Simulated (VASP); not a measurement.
# Ru (Fm-3m) in VASP: a series of runs, part 2 of 2

VASP 6.6.1.

**4. Single point, PBE**

This run uses another cell than the first one, of 14.39 Å³/atom, 1.040 times its volume.

The input, INCAR:

```
SYSTEM = Ru
  PREC = Accurate
  ENCUT = 520
  EDIFF = 1E-7
  ISMEAR = -1
  SIGMA = 0.06122561905347299
  LREAL = .False.
  LASPH = .True.
  NELM = 60
  ALGO = Normal
  ISIF = 2
  LWAVE = .False.
  LCHARG = .True.
  GGA = PE
  LELF = .True.
  LVHAR = .True.
  NBANDS = 13
```

The input, KPOINTS:

```
regular mesh
0
Gamma
  49 49 49
  0 0 0
```

The input, POSCAR:

```
Ru
1.0
    0.0000000000      1.9307386248      1.9307386248
    1.9307386248      0.0000000000      1.9307386248
    1.9307386248      1.9307386248      0.0000000000
Ru
1
Direct
    0.0000000000      0.0000000000      0.0000000000
```

Potentials or basis: VASP PAW PBE potentials, release 64 (Ru_pv).

Launch:

```sh
cat potpaw_PBE.64/Ru_pv/POTCAR > POTCAR
mpirun -np 1 vasp_std > vasp.out
```

OUTCAR:

```text
SYSTEM = Ru
   PREC = Accurate
   ENCUT = 520
   EDIFF = 1E-7
   ISMEAR = -1
   LREAL = .False.
   LASPH = .True.
   NELM = 60
   ISIF = 2
   GGA = PE

 ion  position               nearest neighbor table
   1  0.000  0.000  0.000-

  LATTYP: Found a face centered cubic cell.
 ALAT       =     3.8614772496

  Lattice vectors:

 A1 = (   0.0000000000,   1.9307386248,   1.9307386248)
 A2 = (   1.9307386248,   0.0000000000,   1.9307386248)
 A3 = (   1.9307386248,   1.9307386248,   0.0000000000)

Analysis of symmetry for initial positions (statically):
=====================================================================
 Subroutine PRICEL returns:
 Original cell was already a primitive cell.

 Routine SETGRP: Setting up the symmetry group for a
 face centered cubic supercell.

 Subroutine GETGRP returns: Found 48 space group operations
 (whereof 48 operations were pure point group operations)
 out of a pool of 48 trial point group operations.

The static configuration has the point symmetry O_h .

Analysis of symmetry for dynamics (positions and initial velocities):
=====================================================================
 Subroutine PRICEL returns:
 Original cell was already a primitive cell.

 Routine SETGRP: Setting up the symmetry group for a
 face centered cubic supercell.

 Subroutine GETGRP returns: Found 48 space group operations
 (whereof 48 operations were pure point group operations)
 out of a pool of 48 trial point group operations.

The dynamic configuration has the point symmetry O_h .

 Subroutine INISYM returns: Found 48 space group operations
 (whereof 48 operations are pure point group operations),
 and found     1 'primitive' translations

----------------------------------------------------------------------------------------

                                     Primitive cell

  volume of cell :      14.3946

  direct lattice vectors                    reciprocal lattice vectors
     0.000000000  1.930738625  1.930738625    -0.258968249  0.258968249  0.258968249
     1.930738625  0.000000000  1.930738625     0.258968249 -0.258968249  0.258968249
     1.930738625  1.930738625  0.000000000     0.258968249  0.258968249 -0.258968249

  length of vectors
     2.730476749  2.730476749  2.730476749     0.448546164  0.448546164  0.448546164

  position of ions in fractional coordinates (direct lattice)
     0.000000000  0.000000000  0.000000000

  ion indices of the primitive-cell ions
   primitive index   ion index
                 1           1

----------------------------------------------------------------------------------------

 KPOINTS: regular mesh

Automatic generation of k-mesh.
 Grid dimensions read from file:
 generate k-points for:   49   49   49

 Generating k-lattice:

  Cartesian coordinates                     Fractional coordinates (reciprocal lattice)
    -0.005285066  0.005285066  0.005285066     0.020408163  0.000000000  0.000000000
     0.005285066 -0.005285066  0.005285066     0.000000000  0.020408163  0.000000000
     0.005285066  0.005285066 -0.005285066     0.000000000  0.000000000  0.020408163

  Length of vectors
     0.009154003  0.009154003  0.009154003

  Shift w.r.t. Gamma in fractional coordinates (k-lattice)
     0.000000000  0.000000000  0.000000000

 Subroutine IBZKPT returns following result:
 ===========================================

 Found   2925 irreducible k-points:

 Following reciprocal coordinates:
            Coordinates               Weight
  0.000000  0.000000  0.000000      1.000000
  0.020408  0.000000  0.000000      8.000000
  0.040816  0.000000  0.000000      8.000000
  0.061224  0.000000  0.000000      8.000000
  0.081633  0.000000  0.000000      8.000000
  0.102041  0.000000  0.000000      8.000000
[... 16 lines left out ...]
  0.448980  0.000000  0.000000      8.000000
  0.469388  0.000000  0.000000      8.000000
 [... further k-points ...]
   k-points           NKPTS =   2925   k-points in BZ     NKDIM =   2925   number of bands    NBANDS=     13
   number of dos      NEDOS =    301   number of ions     NIONS =      1
   total plane-waves  NPLWV =   8000
   dimension x,y,z NGX =    20 NGY =   20 NGZ =   20
   dimension x,y,z NGXF=    40 NGYF=   40 NGZF=   40
   ions per type =               1
   NGX,Y,Z   is equivalent  to a cutoff of  12.18, 12.18, 12.18 a.u.
   NGXF,Y,Z  is equivalent  to a cutoff of  24.35, 24.35, 24.35 a.u.
 SYSTEM =  Ru
   PREC   = accura    normal or accurate (medium, high low for compatibility)
   ISTART =      0    job   : 0-new  1-cont  2-samecut
   ICHARG =      2    charge: 1-file 2-atom 10-const
   ISPIN  =      1    spin polarized calculation?
   LNONCOLLINEAR =      F non collinear calculations
   LSORBIT =      F    spin-orbit coupling
   LASPH  =      T    aspherical Exc in radial PAW
   ENCUT  =  520.0 eV  38.22 Ry    6.18 a.u.   5.08  5.08  5.08*2*pi/ulx,y,z
   NELM   =     60;   NELMIN=  2; NELMDL= -5     # of ELM steps
   EDIFF  = 0.1E-06   stopping-criterion for ELM
   LREAL  =      F    real-space projection
   EDIFFG = 0.1E-05   stopping-criterion for IOM
   NSW    =      0    number of steps for IOM
   IBRION =     -1    ionic relax: 0-MD 1-quasi-New 2-CG
   NFREE  =      0    steps in history (QN), initial steepest desc. (CG)
   ISIF   =      2    stress and relaxation
   ISYM   =      2    0-nonsym 1-usesym 2-fastsym
   POTIM  = 0.5000    time-step for ionic-motion
   TEBEG  =    0.0;   TEEND  =   0.0 temperature during run
   PSTRESS=    0.0 pullay stress
   NELECT =      14.0000    total number of electrons
   NUPDOWN=      -1.0000    fix difference up-down
   EMIN   =  10.00;   EMAX   =-10.00  energy-range for DOS
   EFERMI =   0.00;   METHOD = LEGACY
   ISMEAR =    -1;   SIGMA  =   0.06  broadening in eV -4-tet -1-fermi 0-gaus
   EFERMI_NEDOS =   21; number of points for ismear=-14 and -15
   IALGO  =     38    algorithm
   IMIX   =      4    mixing-type and parameters
     AMIX     =   0.40;   BMIX     =  1.00
     AMIX_MAG =   1.60;   BMIX_MAG =  1.00
  volume/ion in A,a.u.               =      14.39        97.14
  Fermi-wavevector in a.u.,A,eV,Ry     =   1.621999  3.065134 35.795324  2.630882
  Thomas-Fermi vector in A             =   2.715684
   LORBIT       =      0    0 simple, 1 ext, 2 COOP (PROOUT), +10 PAW based schemes
   GGA     = PE    functional components
   LHFCALC =     F    Hartree Fock is set to
   AEXX    =    0.0000 exact exchange contribution
   IVDW    =     0    specifies the selected vdW correction
   LEPSILON=     F    determine dielectric tensor
   LRPA    =     F    only Hartree local field effects (RPA)
 non-spin polarized calculation
  energy-cutoff  :      520.00
  volume of cell :       14.39
 maximum number of plane-waves:       397
   NGX = 11   NGY = 11   NGZ = 11

 number of electron      13.9999993 magnetization

 Free energy of the ion-electron system (eV)
  ---------------------------------------------------
  ext. energy  EPLUGINS =         0.00000000
  ---------------------------------------------------
  free energy    TOTEN  =        -9.10790805 eV

  energy without entropy =       -9.09323227  energy(sigma->0) =       -9.10057016

 E-fermi :  11.7185     XC(G=0): -13.7582

 val. band max:       11.7181017056   @ k =   0.3265   0.1633   0.0408
 cond. band min:      11.7191313656   @ k =  -0.2653   0.2653   0.0204
 fundamental gap:      0.0010296599
 Fermi energy:        11.7184953071

 k-point     1 :       0.0000    0.0000    0.0000
  band No.  band energies     occupation
      1     -30.6991      2.00000
      2     -30.6991      2.00000
      3     -30.6991      2.00000
      4       4.1595      2.00000
      5       9.3572      2.00000
      6       9.3572      2.00000
      7       9.3572      2.00000
      8      11.5934      1.77054
      9      11.5934      1.77054
     10      22.3284      0.00000
     11      26.8070      0.00000
     12      32.2283      0.00000
     13      32.2283      0.00000
[... 353 lines left out ...]
 k-point    24 :       0.4694    0.0000    0.0000
  band No.  band energies     occupation
      1     -31.5681      2.00000
      2     -30.8174      2.00000
      3     -30.8174      2.00000
      4       6.0886      2.00000
      5       9.2589      2.00000
      6       9.2589      2.00000
      7      12.5786      0.00000
      8      13.2628      0.00000
      9      13.2628      0.00000
     10      21.2574      0.00000
     11      22.3308      0.00000
     12      26.4329      0.00000
     13      32.4552      0.00000

 [... further k-points ...]

------------------------ aborting loop because EDIFF is reached ----------------------------------------

  FORCE on cell =-STRESS in cart. coord.  units (eV):
  Direction    XX          YY          ZZ          XY          YZ          ZX
  --------------------------------------------------------------------------------------
  -------------------------------------------------------------------------------------
  Total       -0.9986113     -0.9986113     -0.9986113     -0.0000000     -0.0000000      0.0000000
  in kB     -111.1492648   -111.1492648   -111.1492648     -0.0000000     -0.0000000      0.0000000
  external PRESSURE =    -111.1492648 kB  Pullay stress =       0.0000000 kB

 VOLUME and BASIS-vectors are now :
 -----------------------------------------------------------------------------
  energy-cutoff  :      520.00
  volume of cell :       14.39
      direct lattice vectors                 reciprocal lattice vectors
     0.000000000  1.930738625  1.930738625    -0.258968249  0.258968249  0.258968249
     1.930738625  0.000000000  1.930738625     0.258968249 -0.258968249  0.258968249
     1.930738625  1.930738625  0.000000000     0.258968249  0.258968249 -0.258968249

 POSITION                                       TOTAL-FORCE (eV/Angst)
 -----------------------------------------------------------------------------------
      0.00000      0.00000      0.00000         0.000000      0.000000      0.000000
 -----------------------------------------------------------------------------------
    total drift:                                0.000000     -0.000000     -0.000000

  FREE ENERGIE OF THE ION-ELECTRON SYSTEM (eV)
  ---------------------------------------------------
  free  energy   TOTEN  =        -9.1079080510 eV

  energy  without entropy=       -9.0932322717  energy(sigma->0) =       -9.10057016
```

OSZICAR:

```text
N       E                     dE             d eps       ncg     rms          rms(c)
DAV:   1     0.106178175904E+03    0.10618E+03   -0.84220E+03 76488   0.114E+03
DAV:   2    -0.854463971270E+01   -0.11472E+03   -0.11021E+03 82970   0.323E+02
DAV:   3    -0.979480020714E+01   -0.12502E+01   -0.12454E+01 85815   0.370E+01
DAV:   4    -0.979852804351E+01   -0.37278E-02   -0.37277E-02 83110   0.218E+00
DAV:   5    -0.979855333517E+01   -0.25292E-04   -0.25290E-04 86505   0.163E-01    0.110E+01
DAV:   6    -0.914779134253E+01    0.65076E+00   -0.11063E+00 77665   0.137E+01    0.259E+00
DAV:   7    -0.911172692021E+01    0.36064E-01   -0.61477E-02 84855   0.298E+00    0.714E-01
DAV:   8    -0.910787705941E+01    0.38499E-02   -0.34284E-03 77655   0.768E-01    0.108E-01
DAV:   9    -0.910790493973E+01   -0.27880E-04   -0.61562E-05 86800   0.106E-01    0.232E-02
DAV:  10    -0.910790793959E+01   -0.29999E-05   -0.28905E-06 78935   0.192E-02    0.214E-03
DAV:  11    -0.910790805457E+01   -0.11498E-06   -0.30269E-08 56430   0.206E-03    0.537E-04
DAV:  12    -0.910790805105E+01    0.35266E-08   -0.21353E-09 40690   0.552E-04
   1 F= -.91079081E+01 E0= -.91005702E+01  d E =-.146758E-01
```

Wall time 2.6 min (1 thread of Intel Xeon 6975P-C (Granite Rapids), shared host); peak memory 0.57 GiB.

What came out:

```yaml
Free_energy: -9.1079 eV
Pressure: -11.1 GPa
Band_gap_on_the_k_mesh: zero (band 7 reaches 13.76 eV, above the bottom of band 8 at 10.52 eV)
```

Levels at points of the mesh, in eV from the Fermi level:
| k point | band 4 | band 5 | band 6 | band 7 | band 8 | band 9 | band 10 | band 11 |
| --- | --- | --- | --- | --- | --- | --- | --- | --- |
| (0.00, 0.00, 0.00) | -7.56 | -2.36 | -2.36 | -2.36 | -0.13 | -0.13 | 10.61 | 15.09 |

**5. Single point, PBE**

This run uses another cell than the first one, of 14.67 Å³/atom, 1.060 times its volume.

The input, INCAR:

```
ALGO     = Normal         # electronic algorithm
EDIFF    = 1E-6           # SCF threshold, eV
ENCUT    = 520            # plane-wave cutoff, eV
GGA      = PE             # functional
ISIF     = 2              # what is computed and relaxed
ISMEAR   = -1             # smearing method
LASPH    = T              # aspherical terms in the spheres
LCHARG   = F              # write CHGCAR
LREAL    = F              # projectors in reciprocal space
LWAVE    = F              # write WAVECAR
NBANDS   = 13             # bands
NELM     = 100            # most SCF steps
PREC     = Accurate       # precision mode
SIGMA    = 0.06122561905347299 # smearing width, eV
```

The input, KPOINTS:

```
k-points
0
Gamma
  49 49 49
```

The input, POSCAR:

```
Ru
1.0
    0.0000000000      1.9430366547      1.9430366547
    1.9430366547      0.0000000000      1.9430366547
    1.9430366547      1.9430366547      0.0000000000
Ru
1
Direct
    0.0000000000      0.0000000000      0.0000000000
```

Launch:

```sh
cat potpaw_PBE.64/Ru_pv/POTCAR > POTCAR
mpirun -np 1 vasp_std > vasp.out
```

Run time: 2.3 min. Hardware: 1 thread of Intel Xeon 6975P-C (Granite Rapids), shared host; peak memory 0.58 GiB.

The run converged. Its results:

| Item | Value |
| --- | --- |
| Free energy | -9.0849 eV |
| Pressure | -15.6 GPa |
| Band gap on the k mesh | zero (band 7 reaches 13.37 eV, above the bottom of band 8 at 10.23 eV) |

Levels at points of the mesh, in eV from the Fermi level:
```tsv
k point	band 3	band 4	band 5	band 6	band 7	band 8	band 9	band 10	band 11	band 12
(0.00, 0.00, 0.00)	-42.41	-7.45	-2.29	-2.29	-2.29	-0.12	-0.12	10.63	15.09	20.41
```

**6. Single point, PBE**

The input, INCAR:

```
SYSTEM = Ru
  PREC = Accurate
  ENCUT = 520
  EDIFF = 1E-6
  ISMEAR = -1
  SIGMA = 0.06122561905347299
  LREAL = .False.
  LASPH = .True.
  NELM = 80
  ALGO = Normal
  ISIF = 2
  LWAVE = .False.
  LCHARG = .False.
  GGA = PE
  NBANDS = 13
```

The input, KPOINTS:

```
regular mesh
0
Gamma
  49 49 49
  0 0 0
```

The input, POSCAR:

```
Ru
1.0
    0.0000000000      1.9056612588      1.9056612588
    1.9056612588      0.0000000000      1.9056612588
    1.9056612588      1.9056612588      0.0000000000
Ru
1
Direct
    0.0000000000      0.0000000000      0.0000000000
```

Potentials or basis: VASP PAW PBE potentials, release 64 (Ru_pv).

Launch:

```sh
cat potpaw_PBE.64/Ru_pv/POTCAR > POTCAR
mpirun -np 1 vasp_std > vasp.out
```

It took 9.3 min on 1 thread of Oxide Virtual Turin-like, shared host; peak memory 0.52 GiB.

It converged, with:

```
Free energy            : -9.1278 eV
Pressure               : -0.2 GPa
Band gap on the k mesh : zero (band 7 reaches 14.59 eV, above the bottom of band 8 at 11.13 eV)
```

Levels at points of the mesh, in eV from the Fermi level:
```
           k point  band 5  band 6  band 7  band 8  band 9  band 10
(0.00, 0.00, 0.00)   -2.50   -2.50   -2.50   -0.13   -0.13    10.56
```

**7. Single point, PBE**

This run uses another cell than the first one, of 14.12 Å³/atom, 1.020 times its volume.

The input, INCAR:

```
SYSTEM = Ru
ALGO     = Normal         ! electronic algorithm
EDIFF    = 1E-6           ! SCF threshold, eV
ENCUT    = 520            ! plane-wave cutoff, eV
GGA      = PE             ! functional
ISIF     = 2              ! what is computed and relaxed
ISMEAR   = -1             ! smearing method
LASPH    = .True.         ! aspherical terms in the spheres
LCHARG   = .False.        ! write CHGCAR
LREAL    = .False.        ! projectors in reciprocal space
LWAVE    = .False.        ! write WAVECAR
NBANDS   = 13             ! bands
NELM     = 80             ! most SCF steps
PREC     = Accurate       ! precision mode
SIGMA    = 0.06122561905347299 ! smearing width, eV
```

The input, KPOINTS:

```
k-points
0
Gamma
  49 49 49
  0 0 0
```

The input, POSCAR:

```
Ru
1.0
    0.0000000000      1.9182818998      1.9182818998
    1.9182818998      0.0000000000      1.9182818998
    1.9182818998      1.9182818998      0.0000000000
Ru
1
Direct
    0.0000000000      0.0000000000      0.0000000000
```

Launch:

```sh
cat potpaw_PBE.64/Ru_pv/POTCAR > POTCAR
mpirun -np 1 vasp_std > vasp.out
```

Run time: 10 min. Hardware: 1 thread of Oxide Virtual Turin-like, shared host; peak memory 0.52 GiB.

Results (log left out):

| Item | Value |
| --- | --- |
| Free energy | -9.1226 eV |
| Pressure | -6.0 GPa |
| Band gap on the k mesh | zero (band 7 reaches 14.17 eV, above the bottom of band 8 at 10.82 eV) |

Levels at points of the mesh, in eV from the Fermi level:
```tsv
k point	band 3	band 4	band 5	band 6	band 7	band 8	band 9	band 10	band 11	band 12
(0.00, 0.00, 0.00)	-42.42	-7.67	-2.43	-2.43	-2.43	-0.13	-0.13	10.59	15.08	20.61
```

**8. Overview**

| cell | k mesh | gap on the mesh (eV) | pressure (GPa) |
| --- | --- | --- | --- |
| a = 2.695 Å, angles 60.0°, 1 atom | 25 × 25 × 25 | none | -0.2 |
| a = 2.713 Å, angles 60.0°, 1 atom | 25 × 25 × 25 | none | -6.0 |
| a = 2.730 Å, angles 60.0°, 1 atom | 49 × 49 × 49 | none | -11.1 |
| a = 2.748 Å, angles 60.0°, 1 atom | 49 × 49 × 49 | none | -15.6 |
| a = 2.695 Å, angles 60.0°, 1 atom | 49 × 49 × 49 | none | -0.2 |
| a = 2.713 Å, angles 60.0°, 1 atom | 49 × 49 × 49 | none | -6.0 |

Alike in all rows: task single point; level PBE; potentials or basis VASP PAW PBE potentials, release 64 (Ru_pv); no spin polarisation; cutoff (eV) 520; smearing fermi-dirac 0.0612256 eV.

Absolute energies hang on the potentials; compare differences alone.
